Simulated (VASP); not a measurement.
# Ta (Im-3m) in VASP: further runs

Ta is run at these levels: PBE; tasks: single point.

Program: VASP 6.6.1. These are calculated values, not measurements. Logs are shortened: lines on timing, memory, paths and dates and some standing lists are left out, and cuts for length are marked.

## Step 1: The cell of the first run

It takes space group Im-3m (No. 229, cubic). Conventional cell: a = 3.320 Å, b = 3.320 Å, c = 3.320 Å, α = 90.00°, β = 90.00°, γ = 90.00°. Ta (site symmetry m-3m) has 14 Ta at 2.87 to 3.32 Å within 3.8 Å.

## Step 2: Single point, PBE

INCAR reads:

```
SYSTEM = Ta
  PREC = Accurate
  ENCUT = 520
  EDIFF = 1E-6
  ISMEAR = -1
  SIGMA = 0.08
  LREAL = .FALSE.
  LASPH = .TRUE.
  NELM = 100
  ALGO = Normal
  ISIF = 2
  LWAVE = .FALSE.
  LCHARG = .TRUE.
  GGA = PE
  LELF = .TRUE.
  LVHAR = .TRUE.
  NBANDS = 24
```

KPOINTS reads:

```
Automatic mesh
0
G
  9 9 13
  0 0 0
```

POSCAR reads:

```
Ta
1.0
    0.0000000000      3.3195547167     -3.3195547167
   -3.3195547167      0.0000000000      3.3195547167
    1.6597773584      1.6597773584      1.6597773584
Ta
3
Direct
    0.0000000000      0.0000000000      0.0000000000
    0.3333333330      0.6666666670      0.3333333330
    0.6666666670      0.3333333330      0.6666666670
```

Potentials or basis: VASP PAW PBE potentials, release 64 (Ta_pv).

Started as:

```
$ cat potpaw_PBE.64/Ta_pv/POTCAR > POTCAR
$ mpirun -np 1 vasp_std > vasp.out
```

OUTCAR:

```text
SYSTEM = Ta
   PREC = Accurate
   ENCUT = 520
   EDIFF = 1E-6
   ISMEAR = -1
   LREAL = .FALSE.
   LASPH = .TRUE.
   NELM = 100
   ISIF = 2
   GGA = PE

 ion  position               nearest neighbor table
   1  0.000  0.000  0.000-   2 2.87   3 2.87   3 2.87   2 2.87   3 2.87   2 2.87   3 3.32   2 3.32
                             3 3.32   3 3.32   2 3.32   2 3.32
   2  0.333  0.667  0.333-   1 2.87   3 2.87   3 2.87   1 2.87   1 2.87   3 2.87   3 3.32   3 3.32
                             1 3.32   1 3.32   1 3.32   3 3.32
   3  0.667  0.333  0.667-   1 2.87   2 2.87   2 2.87   1 2.87   1 2.87   2 2.87   2 3.32   2 3.32
                             1 3.32   1 3.32   1 3.32   2 3.32

  LATTYP: Found a hexagonal cell.
 ALAT       =     4.6945593014
 C/A-ratio  =     0.6123724357

  Lattice vectors:

 A1 = (   0.0000000000,   3.3195547167,  -3.3195547167)
 A2 = (  -3.3195547167,   0.0000000000,   3.3195547167)
 A3 = (   1.6597773584,   1.6597773584,   1.6597773584)

Analysis of symmetry for initial positions (statically):
=====================================================================
 Subroutine PRICEL returns following result:

  LATTYP: Found a body centered cubic cell.
 ALAT       =     3.3195547145

  Lattice vectors:

 A1 = (  -1.6597773617,   1.6597773550,  -1.6597773550)
 A2 = (  -1.6597773567,  -1.6597773567,   1.6597773567)
 A3 = (   1.6597773584,   1.6597773584,   1.6597773584)

   3 primitive cells build up your supercell.

 Routine SETGRP: Setting up the symmetry group for a
 hexagonal supercell.

 Subroutine GETGRP returns: Found 12 space group operations
 (whereof 12 operations were pure point group operations)
 out of a pool of 24 trial point group operations.

The static configuration has the point symmetry D_3d.

Analysis of symmetry for dynamics (positions and initial velocities):
=====================================================================
 Subroutine PRICEL returns following result:

  LATTYP: Found a body centered cubic cell.
 ALAT       =     3.3195547145

  Lattice vectors:

 A1 = (  -1.6597773617,   1.6597773550,  -1.6597773550)
 A2 = (  -1.6597773567,  -1.6597773567,   1.6597773567)
 A3 = (   1.6597773584,   1.6597773584,   1.6597773584)

   3 primitive cells build up your supercell.

 Routine SETGRP: Setting up the symmetry group for a
 hexagonal supercell.

 Subroutine GETGRP returns: Found 12 space group operations
 (whereof 12 operations were pure point group operations)
 out of a pool of 24 trial point group operations.

The dynamic configuration has the point symmetry D_3d.

 Subroutine INISYM returns: Found 12 space group operations
 (whereof 12 operations are pure point group operations),
 and found     3 'primitive' translations

----------------------------------------------------------------------------------------

                                     Primitive cell

  volume of cell :      18.2898

  direct lattice vectors                    reciprocal lattice vectors
    -1.659777362  1.659777355 -1.659777355    -0.301245223  0.301245223 -0.000000000
    -1.659777357 -1.659777357  1.659777357    -0.301245222 -0.000000001  0.301245223
     1.659777358  1.659777358  1.659777358    -0.000000000  0.301245223  0.301245223

  length of vectors
     2.874818712  2.874818711  2.874818714     0.426025080  0.426025080  0.426025080

  position of ions in fractional coordinates (direct lattice)
     0.000000000  0.000000000  0.000000000

  ion indices of the primitive-cell ions
   primitive index   ion index
                 1           1

----------------------------------------------------------------------------------------

 KPOINTS: Automatic mesh

Automatic generation of k-mesh.
 Grid dimensions read from file:
 generate k-points for:    9    9   13

 Generating k-lattice:

  Cartesian coordinates                     Fractional coordinates (reciprocal lattice)
    -0.011157230  0.022314461 -0.011157230     0.111111111  0.000000000  0.000000000
    -0.022314461  0.011157230  0.011157230     0.000000000  0.111111111  0.000000000
     0.015448473  0.015448473  0.015448473     0.000000000  0.000000000  0.076923077

  Length of vectors
     0.027329522  0.027329522  0.026757540

  Shift w.r.t. Gamma in fractional coordinates (k-lattice)
     0.000000000  0.000000000  0.000000000

 Subroutine IBZKPT returns following result:
 ===========================================

 Found    126 irreducible k-points:

 Following reciprocal coordinates:
            Coordinates               Weight
  0.000000  0.000000  0.000000      1.000000
  0.111111  0.000000  0.000000      6.000000
  0.222222  0.000000  0.000000      6.000000
  0.333333  0.000000  0.000000      6.000000
  0.444444  0.000000  0.000000      6.000000
  0.111111  0.111111  0.000000      6.000000
[... 16 lines left out ...]
  0.222222  0.111111  0.076923     12.000000
 -0.111111  0.333333  0.076923     12.000000
 [... further k-points ...]
   k-points           NKPTS =    126   k-points in BZ     NKDIM =    126   number of bands    NBANDS=     24
   number of dos      NEDOS =    301   number of ions     NIONS =      3
   total plane-waves  NPLWV =  31104
   dimension x,y,z NGX =    36 NGY =   36 NGZ =   24
   dimension x,y,z NGXF=    72 NGYF=   72 NGZF=   48
   ions per type =               3
   NGX,Y,Z   is equivalent  to a cutoff of  12.75, 12.75, 13.88 a.u.
   NGXF,Y,Z  is equivalent  to a cutoff of  25.50, 25.50, 27.76 a.u.
 SYSTEM =  Ta
   PREC   = accura    normal or accurate (medium, high low for compatibility)
   ISTART =      0    job   : 0-new  1-cont  2-samecut
   ICHARG =      2    charge: 1-file 2-atom 10-const
   ISPIN  =      1    spin polarized calculation?
   LNONCOLLINEAR =      F non collinear calculations
   LSORBIT =      F    spin-orbit coupling
   LASPH  =      T    aspherical Exc in radial PAW
   ENCUT  =  520.0 eV  38.22 Ry    6.18 a.u.   8.73  8.73  5.35*2*pi/ulx,y,z
   NELM   =    100;   NELMIN=  2; NELMDL= -5     # of ELM steps
   EDIFF  = 0.1E-05   stopping-criterion for ELM
   LREAL  =      F    real-space projection
   EDIFFG = 0.1E-04   stopping-criterion for IOM
   NSW    =      0    number of steps for IOM
   IBRION =     -1    ionic relax: 0-MD 1-quasi-New 2-CG
   NFREE  =      0    steps in history (QN), initial steepest desc. (CG)
   ISIF   =      2    stress and relaxation
   ISYM   =      2    0-nonsym 1-usesym 2-fastsym
   POTIM  = 0.5000    time-step for ionic-motion
   TEBEG  =    0.0;   TEEND  =   0.0 temperature during run
   PSTRESS=    0.0 pullay stress
   NELECT =      33.0000    total number of electrons
   NUPDOWN=      -1.0000    fix difference up-down
   EMIN   =  10.00;   EMAX   =-10.00  energy-range for DOS
   EFERMI =   0.00;   METHOD = LEGACY
   ISMEAR =    -1;   SIGMA  =   0.08  broadening in eV -4-tet -1-fermi 0-gaus
   EFERMI_NEDOS =   21; number of points for ismear=-14 and -15
   IALGO  =     38    algorithm
   IMIX   =      4    mixing-type and parameters
     AMIX     =   0.40;   BMIX     =  1.00
     AMIX_MAG =   1.60;   BMIX_MAG =  1.00
  volume/ion in A,a.u.               =      18.29       123.43
  Fermi-wavevector in a.u.,A,eV,Ry     =   1.381876  2.611368 25.981449  1.909583
  Thomas-Fermi vector in A             =   2.506620
   LORBIT       =      0    0 simple, 1 ext, 2 COOP (PROOUT), +10 PAW based schemes
   GGA     = PE    functional components
   LHFCALC =     F    Hartree Fock is set to
   AEXX    =    0.0000 exact exchange contribution
   IVDW    =     0    specifies the selected vdW correction
   LEPSILON=     F    determine dielectric tensor
   LRPA    =     F    only Hartree local field effects (RPA)
 non-spin polarized calculation
  energy-cutoff  :      520.00
  volume of cell :       54.87
 maximum number of plane-waves:      1529
 NGX is ok and might be reduce to    36
   NGX = 17   NGY = 17   NGZ = 11

 number of electron      32.9999992 magnetization

 Free energy of the ion-electron system (eV)
  ---------------------------------------------------
  ext. energy  EPLUGINS =         0.00000000
  ---------------------------------------------------
  free energy    TOTEN  =       -35.48111446 eV

  energy without entropy =      -35.39734790  energy(sigma->0) =      -35.43923118

 E-fermi :   5.3640     XC(G=0): -12.5397

 val. band max:        5.3533629949   @ k =   0.4444   0.0000   0.4615
 cond. band min:       5.3668780582   @ k =   0.0000   0.2222   0.1538
 fundamental gap:      0.0135150633
 Fermi energy:         5.3640088774

 k-point     1 :       0.0000    0.0000    0.0000
  band No.  band energies     occupation
      1     -28.5445      2.00000
      2     -28.5445      2.00000
      3     -28.5445      2.00000
      4     -28.5445      2.00000
      5     -27.9104      2.00000
      6     -27.9104      2.00000
[... 16 lines left out ...]
     23       9.8348      0.00000
     24       9.8348      0.00000

 k-point     2 :       0.1111    0.0000    0.0000
  band No.  band energies     occupation
      1     -28.6670      2.00000
      2     -28.6493      2.00000
      3     -28.4106      2.00000
      4     -28.4020      2.00000
      5     -27.9048      2.00000
      6     -27.9027      2.00000
[... 16 lines left out ...]
     23       9.4178      0.00000
     24      10.0470      0.00000

 k-point     3 :       0.2222    0.0000    0.0000
  band No.  band energies     occupation
      1     -28.7687      2.00000
      2     -28.6874      2.00000
      3     -28.2750      2.00000
      4     -28.2647      2.00000
      5     -27.9545      2.00000
      6     -27.8906      2.00000
[... 16 lines left out ...]
     23       9.3868      0.00000
     24      10.0847      0.00000

 k-point     4 :       0.3333    0.0000    0.0000
  band No.  band energies     occupation
      1     -28.8416      2.00000
      2     -28.6457      2.00000
      3     -28.1734      2.00000
      4     -28.1467      2.00000
      5     -28.1455      2.00000
      6     -27.8708      2.00000
[... 16 lines left out ...]
     23       9.5689      0.00000
     24      10.1337      0.00000

 k-point     5 :       0.4444    0.0000    0.0000
  band No.  band energies     occupation
      1     -28.8796      2.00000
      2     -28.5271      2.00000
      3     -28.3499      2.00000
      4     -28.1348      2.00000
      5     -28.0323      2.00000
      6     -27.9369      2.00000
[... 16 lines left out ...]
     23       9.8346      0.00000
     24      10.0488      0.00000

 k-point     6 :       0.1111    0.1111    0.0000
  band No.  band energies     occupation
      1     -28.7153      2.00000
      2     -28.7153      2.00000
      3     -28.3038      2.00000
      4     -28.3038      2.00000
      5     -27.9095      2.00000
      6     -27.8895      2.00000
[... 16 lines left out ...]
     23       9.3249      0.00000
     24      10.2215      0.00000
[... 379 lines left out ...]
 k-point    21 :       0.0000    0.4444    0.0769
  band No.  band energies     occupation
      1     -28.8599      2.00000
      2     -28.4942      2.00000
      3     -28.3947      2.00000
      4     -28.1516      2.00000
      5     -28.0803      2.00000
      6     -27.8953      2.00000
[... 16 lines left out ...]
     23       9.5082      0.00000
     24       9.7040      0.00000

 k-point    22 :       0.1111    0.1111    0.0769
  band No.  band energies     occupation
      1     -28.7220      2.00000
      2     -28.6854      2.00000
      3     -28.3372      2.00000
      4     -28.2653      2.00000
      5     -27.9388      2.00000
      6     -27.9375      2.00000
[... 16 lines left out ...]
     23       9.6495      0.00000
     24      10.2523      0.00000

 k-point    23 :       0.2222    0.1111    0.0769
  band No.  band energies     occupation
      1     -28.7868      2.00000
      2     -28.6961      2.00000
      3     -28.2196      2.00000
      4     -28.1562      2.00000
      5     -28.0704      2.00000
      6     -27.9058      2.00000
[... 16 lines left out ...]
     23       9.8007      0.00000
     24      10.1298      0.00000

 k-point    24 :      -0.1111    0.3333    0.0769
  band No.  band energies     occupation
      1     -28.7619      2.00000
      2     -28.6985      2.00000
      3     -28.2281      2.00000
      4     -28.1864      2.00000
      5     -28.1149      2.00000
      6     -27.9069      2.00000
[... 16 lines left out ...]
     23       9.5064      0.00000
     24      10.1855      0.00000

 [... further k-points ...]

------------------------ aborting loop because EDIFF is reached ----------------------------------------

  FORCE on cell =-STRESS in cart. coord.  units (eV):
  Direction    XX          YY          ZZ          XY          YZ          ZX
  --------------------------------------------------------------------------------------
  -------------------------------------------------------------------------------------
  Total        0.0464572      0.0464572      0.0464572      0.0096630      0.0096630      0.0096630
  in kB        1.3565419      1.3565419      1.3565419      0.2821570      0.2821570      0.2821570
  external PRESSURE =       1.3565419 kB  Pullay stress =       0.0000000 kB

 VOLUME and BASIS-vectors are now :
 -----------------------------------------------------------------------------
  energy-cutoff  :      520.00
  volume of cell :       54.87
      direct lattice vectors                 reciprocal lattice vectors
     0.000000000  3.319554717 -3.319554717    -0.100415074  0.200830148 -0.100415074
    -3.319554717  0.000000000  3.319554717    -0.200830148  0.100415074  0.100415074
     1.659777358  1.659777358  1.659777358     0.200830148  0.200830148  0.200830148

 POSITION                                       TOTAL-FORCE (eV/Angst)
 -----------------------------------------------------------------------------------
      0.00000      0.00000      0.00000         0.000000      0.000000      0.000000
     -1.65978      1.65978      1.65978         0.000000      0.000000      0.000000
      0.00000      3.31955     -0.00000        -0.000000     -0.000000     -0.000000
 -----------------------------------------------------------------------------------
    total drift:                               -0.000000     -0.000000      0.000000

  FREE ENERGIE OF THE ION-ELECTRON SYSTEM (eV)
  ---------------------------------------------------
  free  energy   TOTEN  =       -35.4811144621 eV

  energy  without entropy=      -35.3973478957  energy(sigma->0) =      -35.43923118
```

It took 1.8 min on 1 thread of Intel Xeon 6975P-C (Granite Rapids), shared host; peak memory 0.27 GiB.

What came out:

```yaml
Free_energy: -35.4811 eV
Pressure: 0.1 GPa
Band_gap_on_the_k_mesh: zero (an odd number of electrons rules out a gap without spin polarisation)
```

Caveat: spin-orbit coupling is left out, which moves the levels of the heavy elements.

(Continued in part 2 of 2.)
